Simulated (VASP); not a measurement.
Input of a VASP 6.6.1 run:

INCAR

```
SYSTEM = Si62P
ALGO = Normal ; EDIFF = 1E-7
ENCUT = 520 ; GGA = CA
ISIF = 2 ; ISMEAR = 0
ISPIN = 2 ; LASPH = .TRUE.
LCHARG = .TRUE. ; LELF = .TRUE.
LORBIT = 11 ; LREAL = Auto
LUSENCCL = .FALSE. ; LVHAR = .TRUE.
LWAVE = .FALSE. ; MAGMOM = 0 0 0 0 0 0 0 0 0 0 0 0 0 0 0 0 0 0 0 0 0 0 0 0 0 0 0 0 0 0 0 0 0 0.11 0 0 0 0 0 0 0 0 0 0 0 0 0 0 0 0 0 0 0 0 0 0 0 0 0 0 0 0 0
NBANDS = 168 ; NELM = 150
PREC = Accurate ; SIGMA = 0.02
```

The input KPOINTS:

```
k-points
0
G
  1 1 1
  0 0 0
```

The input POSCAR:

```
Si62P
1.0
   10.8600000000      0.0000000000      0.0000000000
    0.0000000000     10.8600000000      0.0000000000
    0.0000000000      0.0000000000     10.8600000000
Si P
62 1
Direct
    0.4990965009      0.0083838858     -0.0005534070
    0.7425094843      0.2480877532      0.0016696133
    0.8718448435      0.3719324125      0.1258926335
    0.8751056169      0.0979854512      0.3545646409
   -0.0028043278      0.0020524862      0.0058907919
    0.1287198895      0.1275348066      0.1221577348
    0.2522672192      0.2531627993     -0.0034085635
    0.3739473297      0.3796247698      0.1228612339
    0.5008682320      0.5038151013     -0.0010393186
    0.6272970534      0.6283452118      0.1252527624
    0.7541550645      0.7636294659      0.0143625230
    0.8752621547      0.8950864641      0.1516336096
    0.2495835175     -0.0000761510      0.2498320442
    0.3768411602      0.1249019337      0.3708542357
    0.4992267035      0.2502908840      0.2413507366
    0.6279055249      0.3688454880      0.3706554328
    0.7500828729      0.5004039595      0.2498184162
    0.8766697053      0.6237463168      0.3750503683
    0.4987922652      0.0004767956      0.4995702578
    0.6272806630      0.1243833333      0.6213930939
    0.7541378453      0.2353588398      0.4861996317
    0.8732499079      0.3692129834      0.6210039595
    0.7500916206     -0.0001113260      0.7493496317
    0.8718348066      0.1238801105      0.8777695212
   -0.0027712707      0.4993471455      0.0009677716
    0.1231267956      0.6259614180      0.1249105893
    0.2512351750      0.7509911602      0.0011416206
    0.3767996317      0.8788601289      0.1248765193
   -0.0028030387      0.2437320442      0.2476745856
    0.1218169429      0.3704027624      0.3758848987
    0.2456678637      0.4988107735      0.2502764273
    0.3763992634      0.6209575506      0.3747421731
    0.4988378453      0.7501395948      0.2492255064
    0.6174785451      0.8633988950      0.3863252302
    0.0012507366     -0.0043003683      0.4969180479
    0.1231490792      0.1247877532      0.6237902394
    0.2512315838      0.2485500921      0.4987259669
    0.3751571823      0.3755857274      0.6233115101
    0.5032214549      0.4963569982      0.4975802947
    0.6248898711      0.6238279926      0.6258825967
    0.7532095764      0.7472593923      0.5024523020
    0.8766779006      0.8746420810      0.6259810313
    0.2456490792     -0.0006121547      0.7509422652
    0.3739132597      0.1269111418      0.8700952118
    0.5008947514      0.2507443831      0.7459110497
    0.6227845304      0.3748617864      0.8748711786
    0.7486186004      0.4991098527      0.7506348066
    0.8732196133      0.6287409761      0.8804924494
    0.0013021179      0.7527728361      0.2540386740
    0.1318249540      0.8708757827      0.3788562615
   -0.0007810313      0.4974437385      0.5005490792
    0.1247421731      0.6240585635      0.6255823204
    0.2560071823      0.7463825046      0.5033579190
    0.3764214549      0.8749741252      0.6288031308
   -0.0027269797      0.2487670350      0.7504050645
    0.1231957643      0.3755166667      0.8742494475
    0.2495389503      0.5000315838      0.7497174033
    0.3751919890      0.6264635359      0.8741183241
    0.5032625230      0.7521721915      0.7533706262
    0.6278670350      0.8791273481      0.8809057090
   -0.0007740331      0.7491009208      0.7522163904
    0.1217976059      0.8737669429      0.8792812155
    0.6222769797      0.1250999079      0.1245854512
```

Potentials or basis: VASP PAW LDA potentials, release 64 (Si, P).

Command:

```console
$ cat potpaw_LDA.64/Si/POTCAR potpaw_LDA.64/P/POTCAR > POTCAR
$ mpirun -np 1 vasp_gam > vasp.out
```

(1) Predict the pressure.

(2) Predict the site moments.

(3) Predict the largest force.

(4) What does it give for the net moment?

## Answers

(1) -1.7 GPa.

(2) Si +0.00, +0.01, -0.00, +0.11 (each value once); P +0.01 μB.

(3) 0.019 eV/Å.

(4) 1.00 μB per cell.

Caveat: the k points lie up to 0.58 Å⁻¹ apart.
